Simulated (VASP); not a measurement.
# RbLa2Cl2 (I4/mmm) in VASP: a series of runs, part 2 of 2

VASP 6.6.1. Earlier steps stand in the parts before.

## 4. Relaxation of cell and atoms, PBE

File INCAR:

```
PREC = Accurate ; ENCUT = 600
EDIFF = 1E-7 ; ISMEAR = 0
SIGMA = 0.1 ; LREAL = False
LASPH = True ; NELM = 60
ALGO = Normal ; ISIF = 3
LWAVE = False ; LCHARG = False
GGA = PE ; IBRION = 2
NSW = 90 ; EDIFFG = -0.04
```

File KPOINTS:

```
regular mesh
0
Gamma
  4 4 4
```

File POSCAR:

```
RbLa2Cl2
1.0
   -3.0372523900      3.0372523900      5.1969522800
    3.0372523900     -3.0372523900      5.1969522800
    3.0372523900      3.0372523900     -5.1969522800
Rb La Cl
1 2 2
Direct
    0.0000000000      0.0000000000      0.0000000000
    0.3485684600      0.3485684600      0.0000000000
    0.6514315400      0.6514315400      0.0000000000
    0.5000000000      0.0000000000      0.5000000000
    0.0000000000      0.5000000000      0.5000000000
```

Potentials or basis: VASP PAW PBE potentials, release 64 (Rb_sv, La, Cl).

Command:

```sh
> cat potpaw_PBE.64/Rb_sv/POTCAR potpaw_PBE.64/La/POTCAR potpaw_PBE.64/Cl/POTCAR > POTCAR
> mpirun -np 1 vasp_std > vasp.out
```

OUTCAR:

```text
PREC = Accurate
   ENCUT = 600
   EDIFF = 1E-7
   ISMEAR = 0
   LREAL = False
   LASPH = True
   NELM = 60
   ISIF = 3
   GGA = PE
   IBRION = 2
   NSW = 90
   EDIFFG = -0.04

 ion  position               nearest neighbor table
   1  0.000  0.000  0.000-   4 3.04   5 3.04   5 3.04   4 3.04   2 3.62   3 3.62   3 4.57   2 4.57
                             3 4.57   2 4.57   3 4.57   2 4.57   3 4.57   2 4.57
   2  0.349  0.349  0.000-   3 3.15   1 3.62   1 4.57   1 4.57   1 4.57   1 4.57
   3  0.651  0.651  0.000-   2 3.15   1 3.62   1 4.57   1 4.57   1 4.57   1 4.57
   4  0.500  0.000  0.500-   1 3.04   1 3.04
   5  0.000  0.500  0.500-   1 3.04   1 3.04

  LATTYP: Found a body centered tetragonal cell.
 ALAT       =     6.0745047800
 C/A-ratio  =     1.7110702743

  Lattice vectors:

 A1 = (  -3.0372523900,   3.0372523900,   5.1969522800)
 A2 = (   3.0372523900,  -3.0372523900,   5.1969522800)
 A3 = (   3.0372523900,   3.0372523900,  -5.1969522800)

Analysis of symmetry for initial positions (statically):
=====================================================================
 Subroutine PRICEL returns:
 Original cell was already a primitive cell.

 Routine SETGRP: Setting up the symmetry group for a
 body centered tetragonal supercell.

 Subroutine GETGRP returns: Found 16 space group operations
 (whereof 16 operations were pure point group operations)
 out of a pool of 16 trial point group operations.

The static configuration has the point symmetry D_4h.

Analysis of symmetry for dynamics (positions and initial velocities):
=====================================================================
 Subroutine PRICEL returns:
 Original cell was already a primitive cell.

 Routine SETGRP: Setting up the symmetry group for a
 body centered tetragonal supercell.

 Subroutine GETGRP returns: Found 16 space group operations
 (whereof 16 operations were pure point group operations)
 out of a pool of 16 trial point group operations.

The dynamic configuration has the point symmetry D_4h.

 Subroutine INISYM returns: Found 16 space group operations
 (whereof 16 operations are pure point group operations),
 and found     1 'primitive' translations

----------------------------------------------------------------------------------------

                                     Primitive cell

  volume of cell :     191.7655

  direct lattice vectors                    reciprocal lattice vectors
    -3.037252390  3.037252390  5.196952280     0.000000000  0.164622473  0.096210235
     3.037252390 -3.037252390  5.196952280     0.164622473  0.000000000  0.096210235
     3.037252390  3.037252390 -5.196952280     0.164622473  0.164622473  0.000000000

  length of vectors
     6.742263504  6.742263504  6.742263504     0.190675032  0.190675032  0.232811334

  position of ions in fractional coordinates (direct lattice)
     0.000000000  0.000000000  0.000000000
     0.348568460  0.348568460  0.000000000
     0.651431540  0.651431540  0.000000000
     0.500000000  0.000000000  0.500000000
     0.000000000  0.500000000  0.500000000

  ion indices of the primitive-cell ions
   primitive index   ion index
                 1           1
                 2           2
                 3           3
[... 51 lines left out ...]
   NGXF,Y,Z  is equivalent  to a cutoff of  26.63, 26.63, 26.63 a.u.
 SYSTEM =  unknown system
   PREC   = accura    normal or accurate (medium, high low for compatibility)
   ISTART =      0    job   : 0-new  1-cont  2-samecut
   ICHARG =      2    charge: 1-file 2-atom 10-const
   ISPIN  =      1    spin polarized calculation?
   LNONCOLLINEAR =      F non collinear calculations
   LSORBIT =      F    spin-orbit coupling
   LASPH  =      T    aspherical Exc in radial PAW
   ENCUT  =  600.0 eV  44.10 Ry    6.64 a.u.  13.47 13.47 13.47*2*pi/ulx,y,z
   NELM   =     60;   NELMIN=  2; NELMDL= -5     # of ELM steps
   EDIFF  = 0.1E-06   stopping-criterion for ELM
   LREAL  =      F    real-space projection
   EDIFFG = -.4E-01   stopping-criterion for IOM
   NSW    =     90    number of steps for IOM
   IBRION =      2    ionic relax: 0-MD 1-quasi-New 2-CG
   NFREE  =      1    steps in history (QN), initial steepest desc. (CG)
   ISIF   =      3    stress and relaxation
   ISYM   =      2    0-nonsym 1-usesym 2-fastsym
   POTIM  = 0.5000    time-step for ionic-motion
   TEBEG  =    0.0;   TEEND  =   0.0 temperature during run
   PSTRESS=    0.0 pullay stress
   NELECT =      45.0000    total number of electrons
   NUPDOWN=      -1.0000    fix difference up-down
   EMIN   =  10.00;   EMAX   =-10.00  energy-range for DOS
   EFERMI =   0.00;   METHOD = LEGACY
   ISMEAR =     0;   SIGMA  =   0.10  broadening in eV -4-tet -1-fermi 0-gaus
   EFERMI_NEDOS =   21; number of points for ismear=-14 and -15
   IALGO  =     38    algorithm
   IMIX   =      4    mixing-type and parameters
     AMIX     =   0.40;   BMIX     =  1.00
     AMIX_MAG =   1.60;   BMIX_MAG =  1.00
  volume/ion in A,a.u.               =      38.35       258.82
  Fermi-wavevector in a.u.,A,eV,Ry     =   1.009769  1.908187 13.872964  1.019634
  Thomas-Fermi vector in A             =   2.142718
   LORBIT       =      0    0 simple, 1 ext, 2 COOP (PROOUT), +10 PAW based schemes
   GGA     = PE    functional components
   LHFCALC =     F    Hartree Fock is set to
   AEXX    =    0.0000 exact exchange contribution
   IVDW    =     0    specifies the selected vdW correction
   LEPSILON=     F    determine dielectric tensor
   LRPA    =     F    only Hartree local field effects (RPA)
 conjugate gradient relaxation of ions
 non-spin polarized calculation
 Gauss-broadening in eV      SIGMA  =   0.10
  energy-cutoff  :      600.00
  volume of cell :      191.77
 maximum number of plane-waves:      6421
 NGX is ok and might be reduce to    54
   NGX = 27   NGY = 27   NGZ = 27

--------------------------------------- Ionic step        1  -------------------------------------------

 number of electron      44.9999999 magnetization

 Free energy of the ion-electron system (eV)
  ---------------------------------------------------
  ext. energy  EPLUGINS =         0.00000000
  ---------------------------------------------------
  free energy    TOTEN  =       -16.81583714 eV

  energy without entropy =      -16.75470591  energy(sigma->0) =      -16.78527152

------------------------ aborting loop because EDIFF is reached ----------------------------------------

  FORCE on cell =-STRESS in cart. coord.  units (eV):
  Direction    XX          YY          ZZ          XY          YZ          ZX
  --------------------------------------------------------------------------------------
  -------------------------------------------------------------------------------------
  Total       -2.5399671     -2.5399671      2.9402872      0.0000000      0.0000000      0.0000000
  in kB      -21.2211147    -21.2211147     24.5657400      0.0000000      0.0000000      0.0000000
  external PRESSURE =      -5.9588298 kB  Pullay stress =       0.0000000 kB
[... 65 lines left out ...]
--------------------------------------- Ionic step        3  -------------------------------------------

 number of electron      44.9999998 magnetization

 E-fermi :   5.0492     XC(G=0):  -8.3720

 val. band max:        5.0475634806   @ k =   0.5000   0.5000   0.5000
 cond. band min:       5.0694778665   @ k =   0.2500  -0.0000   0.0000
 fundamental gap:      0.0219143859
 Fermi energy:         5.0492052762

 k-point     1 :       0.0000    0.0000    0.0000
  band No.  band energies     occupation
      1     -28.8999      2.00000
      2     -28.6868      2.00000
      3     -22.4903      2.00000
      4     -13.2823      2.00000
      5     -12.6889      2.00000
      6     -12.6889      2.00000
[... 411 lines left out ...]
  FREE ENERGIE OF THE ION-ELECTRON SYSTEM (eV)
  ---------------------------------------------------
  free  energy   TOTEN  =       -17.2551140807 eV

  energy  without entropy=      -17.2024429500  energy(sigma->0) =      -17.22877852

[... ionic steps 4 to 7 ...]

--------------------------------------- Ionic step        8  -------------------------------------------

 number of electron      45.0000000 magnetization

------------------------ aborting loop because EDIFF is reached ----------------------------------------
[... 73 lines left out ...]
--------------------------------------- Ionic step       10  -------------------------------------------

 number of electron      45.0000001 magnetization

 Free energy of the ion-electron system (eV)
  ---------------------------------------------------
  ext. energy  EPLUGINS =         0.00000000
  ---------------------------------------------------
  free energy    TOTEN  =       -17.46959899 eV

  energy without entropy =      -17.43098422  energy(sigma->0) =      -17.45029161

 E-fermi :   4.2128     XC(G=0):  -7.9377

 val. band max:        4.2104617459   @ k =  -0.2500   0.5000   0.2500
 cond. band min:       4.2565774780   @ k =  -0.2500  -0.2500   0.2500
 fundamental gap:      0.0461157322
 Fermi energy:         4.2128390364

 k-point     1 :       0.0000    0.0000    0.0000
  band No.  band energies     occupation
      1     -30.0034      2.00000
      2     -29.9234      2.00000
      3     -23.3156      2.00000
      4     -13.9281      2.00000
      5     -13.7604      2.00000
      6     -13.7604      2.00000
[... 411 lines left out ...]
  FREE ENERGIE OF THE ION-ELECTRON SYSTEM (eV)
  ---------------------------------------------------
  free  energy   TOTEN  =       -17.4695989941 eV

  energy  without entropy=      -17.4309842170  energy(sigma->0) =      -17.45029161

 reached required accuracy - stopping structural energy minimisation
```

OSZICAR:

```text
N       E                     dE             d eps       ncg     rms          rms(c)
DAV:   1     0.546320552966E+03    0.54632E+03   -0.18114E+04   702   0.212E+03
DAV:   2     0.120394865984E+03   -0.42593E+03   -0.41722E+03   998   0.355E+02
DAV:   3    -0.699956578818E+00   -0.12109E+03   -0.11968E+03  1113   0.199E+02
[... 135 lines left out ...]
DAV:   6    -0.174695909935E+02   -0.18368E-04   -0.12961E-04  1348   0.708E-02    0.142E-02
DAV:   7    -0.174695972964E+02   -0.63029E-05   -0.26964E-05  1388   0.276E-02    0.606E-03
DAV:   8    -0.174695990919E+02   -0.17955E-05   -0.43956E-06  1348   0.128E-02    0.213E-03
DAV:   9    -0.174695989643E+02    0.12758E-06   -0.87716E-07   948   0.483E-03    0.106E-03
DAV:  10    -0.174695989941E+02   -0.29837E-07   -0.23127E-07   780   0.472E-03
  10 F= -.17469599E+02 E0= -.17450292E+02  d E =-.816134E-02
```

CONTCAR:

```text
RbLa2Cl2
   1.00000000000000
    -2.8640698176347583    2.8640698176347583    6.1622511181747219
     2.8640698176347583   -2.8640698176347583    6.1622511181747219
     2.8640698176347583    2.8640698176347583   -6.1622511181747219
  Rb              La              Cl
     1     2     2
Direct
     0.0000000000000000    0.0000000000000000    0.0000000000000000
     0.3604722460198742    0.3604722460198742    0.0000000000000000
     0.6395277539801257    0.6395277539801257    0.0000000000000000
     0.5000000000000000    0.0000000000000000    0.5000000000000000
     0.0000000000000000    0.5000000000000000    0.5000000000000000

  0.00000000E+00  0.00000000E+00  0.00000000E+00
  0.00000000E+00  0.00000000E+00  0.00000000E+00
  0.00000000E+00  0.00000000E+00  0.00000000E+00
  0.00000000E+00  0.00000000E+00  0.00000000E+00
  0.00000000E+00  0.00000000E+00  0.00000000E+00
```

It took 11 min on 1 thread of Intel Xeon 6975P-C (Granite Rapids), shared host; peak memory 0.51 GiB.

What came out:

```
Free energy                           : -17.4696 eV
Relaxed volume                        : 40.44 Å³/atom
Relaxed cell                          : a = 7.374 Å, b = 7.374 Å, c = 7.374 Å, α = 134.29°, β = 134.29°, γ = 66.63°
Space group after relaxing (to 0.1 Å) : I4/mmm (No. 139)
Energy gained by relaxing             : 130.8 meV/atom
Ionic steps                           : 10
Pressure after relaxing               : 0.0 GPa
Largest force after relaxing          : 0.010 eV/Å
Band gap on the k mesh                : zero (an odd number of electrons rules out a gap without spin polarisation)
```

Forces in eV/Å, atoms in the order of the input:
```
Rb   0.000  0.000  0.000
La   0.000  0.000 -0.010
La   0.000  0.000  0.010
Cl   0.000  0.000  0.000
Cl   0.000  0.000  0.000
```

The path:
| step | energy change (eV) | largest force (eV/Å) | pressure (GPa) | volume (Å³) |
| --- | --- | --- | --- | --- |
| 1 | 0.0000 | 0.9861 | -0.60 | 191.77 |
| 2 | -0.2582 | 0.6253 | 0.25 | 187.66 |
| 3 | -0.4393 | 0.0502 | 2.29 | 179.98 |
| 4 | -0.6036 | 0.2627 | 1.10 | 192.53 |
| 5 | -0.6287 | 0.3008 | 0.35 | 201.62 |
| 6 | -0.6295 | 0.3009 | 0.44 | 200.44 |
| 7 | -0.6446 | 0.1771 | 0.00 | 203.11 |
| 8 | -0.6456 | 0.1366 | -0.13 | 203.99 |
| 9 | -0.6505 | 0.0910 | -0.10 | 203.26 |
| 10 | -0.6538 | 0.0103 | -0.04 | 202.19 |

Final structure:
```
Rb La Cl
1.0
    -2.86407    2.86407    6.16225
     2.86407   -2.86407    6.16225
     2.86407    2.86407   -6.16225
Rb La Cl
1 2 2
Direct
  0.00000 0.00000 0.00000
  0.36047 0.36047 0.00000
  0.63953 0.63953 0.00000
  0.50000 0.00000 0.50000
  0.00000 0.50000 0.50000
```

Levels at points of the mesh, in eV from the Fermi level:
```
           k point  band 19  band 20  band 21  band 22  band 23  band 24  band 25  band 26  band 27
(0.00, 0.00, 0.00)    -4.41    -4.41    -1.73    -0.05     0.05     0.44     0.44     0.51     0.54
(0.50, 0.00, 0.00)    -5.21    -4.49    -0.53    -0.51    -0.04     0.27     0.43     0.50     0.50
(0.50, 0.50, 0.00)    -5.30    -5.28    -0.56    -0.41    -0.09     0.21     0.22     0.50     0.52
(0.50, 0.50, 0.50)    -4.41    -4.41    -0.69    -0.41     0.13     0.16     0.54     0.54     0.54
```

Caveat: spin-orbit coupling is left out, which moves the levels of the heavy elements; an odd number of electrons without spin polarisation forces a metal; a magnetic or distorted state may lie lower.

## 5. Overview

```tsv
task	cell	cutoff (eV)	gap on the mesh (eV)	pressure (GPa)	largest force (eV/Å)
single point	a = 6.742 Å, angles 126.5, 126.5, 79.1°, 5 atoms, atomic positions A	520	none	-0.6	0.99
single point	a = 7.264 Å, angles 132.3, 132.3, 69.8°, 5 atoms, atomic positions B	520	none	-0.1	0.04
relaxation of cell and atoms	relaxed from a = 6.742 Å, angles 126.5, 126.5, 79.1°, 5 atoms, atomic positions A	600	none	0.0	0.01
```

Alike in all rows: level PBE; potentials or basis VASP PAW PBE potentials, release 64 (Rb_sv, La, Cl); no spin polarisation; k mesh 4 × 4 × 4; smearing gaussian 0.1 eV.

Caveats: spin-orbit coupling is left out, which moves the levels of the heavy elements; an odd number of electrons without spin polarisation forces a metal; a magnetic or distorted state may lie lower.

Total energies depend on the potentials used, so only differences within one code and one set of settings carry meaning.

The gap in the log of VASP goes by the Fermi energy; the results here count the filled bands.